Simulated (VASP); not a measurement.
# AlN (P3m1) in VASP: relaxation of cell and atoms with PBE

Aim: the relaxation of cell and atoms of AlN with PBE.

Everything below comes from runs of VASP 6.6.1. Logs are shortened: lines on timing, memory, paths and dates and some standing lists are left out, and cuts for length are marked.

**1. The cell of the first run**

The structure is trigonal, space group P3m1 (No. 156). Conventional cell: a = 3.130 Å, b = 3.130 Å, c = 17.564 Å, α = 90.00°, β = 90.00°, γ = 120.00°. Within 2.5 Å of Al (site symmetry 3m) lie 4 N at 1.88 to 1.91 Å. Within 2.5 Å of Al (site symmetry 3m) lie 4 N at 1.88 to 1.91 Å. Within 2.5 Å of Al (site symmetry 3m) lie 4 N at 1.88 to 1.91 Å. Al (site symmetry 3m) has 4 N at 1.88 to 1.91 Å within 2.5 Å. Within 2.5 Å of Al (site symmetry 3m) lie 4 N at 1.88 to 1.91 Å. Within 2.5 Å of Al (site symmetry 3m) lie 4 N at 1.88 to 1.91 Å. Al (site symmetry 3m) has 4 N at 1.88 to 1.91 Å within 2.5 Å. Within 2.5 Å of N (site symmetry 3m) lie 4 Al at 1.88 to 1.91 Å.

**2. Relaxation of cell and atoms, PBE**

INCAR reads:

```
SYSTEM = AlN
PREC     = Accurate       ! precision mode
ENCUT    = 600            ! plane-wave cutoff, eV
EDIFF    = 1E-7           ! SCF threshold, eV
ISMEAR   = 0              ! smearing method
SIGMA    = 0.02           ! smearing width, eV
LREAL    = .False.        ! projectors in reciprocal space
LASPH    = .True.         ! aspherical terms in the spheres
NELM     = 60             ! most SCF steps
ALGO     = Normal         ! electronic algorithm
ISIF     = 3              ! what is computed and relaxed
LWAVE    = .False.        ! write WAVECAR
LCHARG   = .False.        ! write CHGCAR
GGA      = PE             ! functional
IBRION   = 2              ! ionic algorithm
NSW      = 65             ! ionic steps
EDIFFG   = -0.01          ! ionic threshold
```

KPOINTS reads:

```
regular mesh
0
Gamma
  9 9 2
  0 0 0
```

POSCAR reads:

```
AlN
1.0
    3.1301886382      0.0000000000      0.0000000000
   -1.5650943191      2.7108228793      0.0000000000
    0.0000000000      0.0000000000     17.5635647979
Al N
7 7
Direct
    0.0000000000      0.0000000000      0.0000000000
    0.3333333333      0.6666666667      0.1428571429
    0.0000000000      0.0000000000      0.2857142857
    0.3333333333      0.6666666667      0.4285714286
    0.0000000000      0.0000000000      0.5714285714
    0.6666666667      0.3333333333      0.7142857143
    0.3333333333      0.6666666667      0.8571428571
    0.0000000000      0.0000000000      0.1071428571
    0.3333333333      0.6666666667      0.2500000000
    0.0000000000      0.0000000000      0.3928571429
    0.3333333333      0.6666666667      0.5357142857
    0.0000000000      0.0000000000      0.6785714286
    0.6666666667      0.3333333333      0.8214285714
    0.3333333333      0.6666666667      0.9642857143
```

Potentials or basis: VASP PAW PBE potentials, release 64 (Al, N).

Started as:

```console
$ cat potpaw_PBE.64/Al/POTCAR potpaw_PBE.64/N/POTCAR > POTCAR
$ mpirun -np 1 vasp_std > vasp.out
```

OUTCAR:

```text
SYSTEM = AlN
   PREC = Accurate
   ENCUT = 600
   EDIFF = 1E-7
   ISMEAR = 0
   LREAL = .False.
   LASPH = .True.
   NELM = 60
   ISIF = 3
   GGA = PE
   IBRION = 2
   NSW = 65
   EDIFFG = -0.01

 ion  position               nearest neighbor table
   1  0.000  0.000  0.000-   8 1.88  14 1.91  14 1.91  14 1.91   7 3.09   2 3.09   2 3.09   7 3.09
                             7 3.09   2 3.09
   2  0.333  0.667  0.143-   9 1.88   8 1.91   8 1.91   8 1.91   3 3.09   3 3.09   3 3.09   1 3.09
                             1 3.09   1 3.09
   3  0.000  0.000  0.286-  10 1.88   9 1.91   9 1.91   9 1.91   2 3.09   2 3.09   2 3.09   4 3.09
                             4 3.09   4 3.09
   4  0.333  0.667  0.429-  11 1.88  10 1.91  10 1.91  10 1.91   5 3.09   5 3.09   5 3.09   3 3.09
                             3 3.09   3 3.09
   5  0.000  0.000  0.571-  12 1.88  11 1.91  11 1.91  11 1.91   4 3.09   4 3.09   4 3.09   6 3.09
                             6 3.09   6 3.09
   6  0.667  0.333  0.714-  13 1.88  12 1.91  12 1.91  12 1.91   7 3.09   7 3.09   7 3.09   5 3.09
                             5 3.09   5 3.09
   7  0.333  0.667  0.857-  14 1.88  13 1.91  13 1.91  13 1.91   6 3.09   6 3.09   6 3.09   1 3.09
                             1 3.09   1 3.09
   8  0.000  0.000  0.107-   1 1.88   2 1.91   2 1.91   2 1.91
   9  0.333  0.667  0.250-   2 1.88   3 1.91   3 1.91   3 1.91
  10  0.000  0.000  0.393-   3 1.88   4 1.91   4 1.91   4 1.91
  11  0.333  0.667  0.536-   4 1.88   5 1.91   5 1.91   5 1.91
  12  0.000  0.000  0.679-   5 1.88   6 1.91   6 1.91   6 1.91
  13  0.667  0.333  0.821-   6 1.88   7 1.91   7 1.91   7 1.91
  14  0.333  0.667  0.964-   7 1.88   1 1.91   1 1.91   1 1.91

  LATTYP: Found a hexagonal cell.
 ALAT       =     3.1301886382
 C/A-ratio  =     5.6110243912

  Lattice vectors:

 A1 = (   3.1301886382,   0.0000000000,   0.0000000000)
 A2 = (  -1.5650943191,   2.7108228793,   0.0000000000)
 A3 = (   0.0000000000,   0.0000000000,  17.5635647979)

Analysis of symmetry for initial positions (statically):
=====================================================================
 Subroutine PRICEL returns:
 Original cell was already a primitive cell.

 Routine SETGRP: Setting up the symmetry group for a
 hexagonal supercell.

 Subroutine GETGRP returns: Found  6 space group operations
 (whereof  6 operations were pure point group operations)
 out of a pool of 24 trial point group operations.

The static configuration has the point symmetry C_3v.

Analysis of symmetry for dynamics (positions and initial velocities):
=====================================================================
 Subroutine PRICEL returns:
 Original cell was already a primitive cell.

 Routine SETGRP: Setting up the symmetry group for a
 hexagonal supercell.

 Subroutine GETGRP returns: Found  6 space group operations
 (whereof  6 operations were pure point group operations)
 out of a pool of 24 trial point group operations.

The dynamic configuration has the point symmetry C_3v.

 Subroutine INISYM returns: Found  6 space group operations
 (whereof  6 operations are pure point group operations),
 and found     1 'primitive' translations

----------------------------------------------------------------------------------------

                                     Primitive cell

  volume of cell :     149.0336

  direct lattice vectors                    reciprocal lattice vectors
     3.130188638  0.000000000  0.000000000     0.319469564  0.184445839  0.000000000
    -1.565094319  2.710822879  0.000000000     0.000000000  0.368891678  0.000000000
     0.000000000  0.000000000 17.563564798     0.000000000  0.000000000  0.056936050

  length of vectors
     3.130188638  3.130188638 17.563564798     0.368891678  0.368891678  0.056936050

  position of ions in fractional coordinates (direct lattice)
     0.000000000  0.000000000  0.000000000
     0.333333333  0.666666667  0.142857143
     0.000000000  0.000000000  0.285714286
     0.333333333  0.666666667  0.428571429
     0.000000000  0.000000000  0.571428571
     0.666666667  0.333333333  0.714285714
     0.333333333  0.666666667  0.857142857
     0.000000000  0.000000000  0.107142857
     0.333333333  0.666666667  0.250000000
     0.000000000  0.000000000  0.392857143
     0.333333333  0.666666667  0.535714286
     0.000000000  0.000000000  0.678571429
     0.666666667  0.333333333  0.821428571
     0.333333333  0.666666667  0.964285714

  ion indices of the primitive-cell ions
   primitive index   ion index
                 1           1
                 2           2
                 3           3
                 4           4
                 5           5
                 6           6
                 7           7
                 8           8
                 9           9
                10          10
                11          11
                12          12
                13          13
                14          14

----------------------------------------------------------------------------------------

 KPOINTS: regular mesh

Automatic generation of k-mesh.
 Grid dimensions read from file:
 generate k-points for:    9    9    2

 Generating k-lattice:

  Cartesian coordinates                     Fractional coordinates (reciprocal lattice)
     0.035496618  0.020493982  0.000000000     0.111111111  0.000000000  0.000000000
     0.000000000  0.040987964  0.000000000     0.000000000  0.111111111  0.000000000
     0.000000000  0.000000000  0.028468025     0.000000000  0.000000000  0.500000000

  Length of vectors
     0.040987964  0.040987964  0.028468025

  Shift w.r.t. Gamma in fractional coordinates (k-lattice)
     0.000000000  0.000000000  0.000000000

 Subroutine IBZKPT returns following result:
 ===========================================

 Found     24 irreducible k-points:

 Following reciprocal coordinates:
            Coordinates               Weight
  0.000000  0.000000  0.000000      1.000000
  0.111111  0.000000  0.000000      6.000000
  0.222222  0.000000  0.000000      6.000000
  0.333333  0.000000  0.000000      6.000000
  0.444444  0.000000  0.000000      6.000000
  0.111111  0.111111  0.000000      6.000000
[... 16 lines left out ...]
  0.333333  0.222222  0.500000     12.000000
  0.333333  0.333333  0.500000      2.000000
   k-points           NKPTS =     24   k-points in BZ     NKDIM =     24   number of bands    NBANDS=     36
   number of dos      NEDOS =    301   number of ions     NIONS =     14
   total plane-waves  NPLWV = 109760
   dimension x,y,z NGX =    28 NGY =   28 NGZ =  140
   dimension x,y,z NGXF=    56 NGYF=   56 NGZF=  280
   ions per type =               7   7
   NGX,Y,Z   is equivalent  to a cutoff of  14.87, 14.87, 13.25 a.u.
   NGXF,Y,Z  is equivalent  to a cutoff of  29.74, 29.74, 26.50 a.u.
 SYSTEM =  AlN
   PREC   = accura    normal or accurate (medium, high low for compatibility)
   ISTART =      0    job   : 0-new  1-cont  2-samecut
   ICHARG =      2    charge: 1-file 2-atom 10-const
   ISPIN  =      1    spin polarized calculation?
   LNONCOLLINEAR =      F non collinear calculations
   LSORBIT =      F    spin-orbit coupling
   LASPH  =      T    aspherical Exc in radial PAW
   ENCUT  =  600.0 eV  44.10 Ry    6.64 a.u.   6.25  6.25 35.08*2*pi/ulx,y,z
   NELM   =     60;   NELMIN=  2; NELMDL= -5     # of ELM steps
   EDIFF  = 0.1E-06   stopping-criterion for ELM
   LREAL  =      F    real-space projection
   EDIFFG = -.1E-01   stopping-criterion for IOM
   NSW    =     65    number of steps for IOM
   IBRION =      2    ionic relax: 0-MD 1-quasi-New 2-CG
   NFREE  =      1    steps in history (QN), initial steepest desc. (CG)
   ISIF   =      3    stress and relaxation
   ISYM   =      2    0-nonsym 1-usesym 2-fastsym
   POTIM  = 0.5000    time-step for ionic-motion
   TEBEG  =    0.0;   TEEND  =   0.0 temperature during run
   PSTRESS=    0.0 pullay stress
   NELECT =      56.0000    total number of electrons
   NUPDOWN=      -1.0000    fix difference up-down
   EMIN   =  10.00;   EMAX   =-10.00  energy-range for DOS
   EFERMI =   0.00;   METHOD = LEGACY
   ISMEAR =     0;   SIGMA  =   0.02  broadening in eV -4-tet -1-fermi 0-gaus
   EFERMI_NEDOS =   21; number of points for ismear=-14 and -15
   IALGO  =     38    algorithm
   IMIX   =      4    mixing-type and parameters
     AMIX     =   0.40;   BMIX     =  1.00
     AMIX_MAG =   1.60;   BMIX_MAG =  1.00
  volume/ion in A,a.u.               =      10.65        71.84
  Fermi-wavevector in a.u.,A,eV,Ry     =   1.181343  2.232415 18.987905  1.395572
  Thomas-Fermi vector in A             =   2.317618
   LORBIT       =      0    0 simple, 1 ext, 2 COOP (PROOUT), +10 PAW based schemes
   GGA     = PE    functional components
   LHFCALC =     F    Hartree Fock is set to
   AEXX    =    0.0000 exact exchange contribution
   IVDW    =     0    specifies the selected vdW correction
   LEPSILON=     F    determine dielectric tensor
   LRPA    =     F    only Hartree local field effects (RPA)
 conjugate gradient relaxation of ions
 non-spin polarized calculation
 Gauss-broadening in eV      SIGMA  =   0.02
  energy-cutoff  :      600.00
  volume of cell :      149.03
 maximum number of plane-waves:      5002
 NGX is ok and might be reduce to    28
   NGX = 13   NGY = 13   NGZ = 71

--------------------------------------- Ionic step        1  -------------------------------------------

 number of electron      56.0000006 magnetization

 Free energy of the ion-electron system (eV)
  ---------------------------------------------------
  ext. energy  EPLUGINS =         0.00000000
  ---------------------------------------------------
  free energy    TOTEN  =      -104.06499484 eV

  energy without entropy =     -104.06499484  energy(sigma->0) =     -104.06499484

------------------------ aborting loop because EDIFF is reached ----------------------------------------

  FORCE on cell =-STRESS in cart. coord.  units (eV):
  Direction    XX          YY          ZZ          XY          YZ          ZX
  --------------------------------------------------------------------------------------
  -------------------------------------------------------------------------------------
  Total       -1.8846448     -1.8846448      3.6830119      0.0000000     -0.0000000     -0.0000000
  in kB      -20.2607620    -20.2607620     39.5940009      0.0000000     -0.0000000     -0.0000000
  external PRESSURE =      -0.3091744 kB  Pullay stress =       0.0000000 kB
[... 125 lines left out ...]
  FREE ENERGIE OF THE ION-ELECTRON SYSTEM (eV)
  ---------------------------------------------------
  free  energy   TOTEN  =      -104.1012534043 eV

  energy  without entropy=     -104.1012534043  energy(sigma->0) =     -104.10125340

[... ionic steps 4 to 12 ...]

--------------------------------------- Ionic step       13  -------------------------------------------

 number of electron      56.0000002 magnetization

------------------------ aborting loop because EDIFF is reached ----------------------------------------
[... 91 lines left out ...]
--------------------------------------- Ionic step       15  -------------------------------------------

 number of electron      56.0000002 magnetization

 Free energy of the ion-electron system (eV)
  ---------------------------------------------------
  ext. energy  EPLUGINS =         0.00000000
  ---------------------------------------------------
  free energy    TOTEN  =      -104.10351661 eV

  energy without entropy =     -104.10351661  energy(sigma->0) =     -104.10351661

 E-fermi :   5.9799     XC(G=0): -10.8361

 val. band max:        5.8861879610   @ k =   0.0000   0.0000   0.0000
 cond. band min:       9.6747226165   @ k =   0.4444   0.0000   0.5000
 fundamental gap:      3.7885346555
 Fermi energy:         5.9798939789

 k-point     1 :       0.0000    0.0000    0.0000
  band No.  band energies     occupation
      1      -9.1428      2.00000
      2      -8.8113      2.00000
      3      -8.7630      2.00000
      4      -8.0282      2.00000
      5      -8.0169      2.00000
      6      -7.2749      2.00000
[... 966 lines left out ...]
  FREE ENERGIE OF THE ION-ELECTRON SYSTEM (eV)
  ---------------------------------------------------
  free  energy   TOTEN  =      -104.1035166066 eV

  energy  without entropy=     -104.1035166066  energy(sigma->0) =     -104.10351661

 reached required accuracy - stopping structural energy minimisation
```

Wall time 18 min (1 thread of Intel Xeon 6975P-C (Granite Rapids), shared host); peak memory 0.38 GiB.

What came out:

- Free energy: -104.1035 eV
- Relaxed volume: 10.64 Å³/atom
- Relaxed cell: a = 3.120 Å, b = 3.120 Å, c = 17.669 Å, α = 90.00°, β = 90.00°, γ = 120.00°
- Space group after relaxing (to 0.1 Å): P3m1 (No. 156)
- Energy gained by relaxing: 2.8 meV/atom
- Ionic steps: 15
- Pressure after relaxing: 0.0 GPa
- Largest force after relaxing: 0.006 eV/Å
- Band gap on the k mesh: 3.79 eV (least direct gap 4.01 eV)

Forces in eV/Å, atoms in the order of the input:
```
Al   0.000  0.000  0.000
Al   0.000  0.000  0.001
Al   0.000  0.000  0.000
Al   0.000  0.000  0.000
Al   0.000  0.000  0.000
Al   0.000  0.000  0.004
Al   0.000  0.000 -0.004
N    0.000  0.000  0.006
N    0.000  0.000 -0.002
N    0.000  0.000  0.001
N    0.000  0.000 -0.006
N    0.000  0.000  0.003
N    0.000  0.000  0.000
N    0.000  0.000 -0.003
```

The path:
| step | energy change (eV) | largest force (eV/Å) | pressure (GPa) | volume (Å³) |
| --- | --- | --- | --- | --- |
| 1 | 0.0000 | 0.4928 | -0.03 | 149.03 |
| 2 | -0.0046 | 0.3831 | 0.08 | 148.97 |
| 3 | -0.0363 | 0.0613 | -0.10 | 149.01 |
| 4 | -0.0363 | 0.0594 | -0.10 | 149.01 |
| 5 | -0.0369 | 0.0524 | 0.07 | 148.88 |
| 6 | -0.0372 | 0.0684 | 0.27 | 148.72 |
| 7 | -0.0376 | 0.0576 | 0.22 | 148.76 |
| 8 | -0.0381 | 0.0463 | 0.06 | 148.88 |
| 9 | -0.0382 | 0.0549 | 0.02 | 148.92 |
| 10 | -0.0384 | 0.0342 | -0.03 | 148.95 |
| 11 | -0.0384 | 0.0254 | -0.09 | 149.00 |
| 12 | -0.0384 | 0.0251 | -0.08 | 148.99 |
| 13 | -0.0385 | 0.0116 | -0.02 | 148.94 |
| 14 | -0.0385 | 0.0105 | 0.02 | 148.91 |
| 15 | -0.0385 | 0.0058 | 0.01 | 148.92 |

Final structure:
```
Al N
1.0
     3.11970    0.00000    0.00000
    -1.55985    2.70174    0.00000
     0.00000    0.00000   17.66853
Al N
7 7
Direct
  0.00000 0.00000 0.00056
  0.33333 0.66667 0.14285
  0.00000 0.00000 0.28522
  0.33333 0.66667 0.42759
  0.00000 0.00000 0.56994
  0.66667 0.33333 0.71350
  0.33333 0.66667 0.85706
  0.00000 0.00000 0.10833
  0.33333 0.66667 0.25068
  0.00000 0.00000 0.39304
  0.33333 0.66667 0.53542
  0.00000 0.00000 0.67837
  0.66667 0.33333 0.82195
  0.33333 0.66667 0.96548
```

Caveat: an odd mesh through Γ misses points on the zone boundary, where band edges can lie.
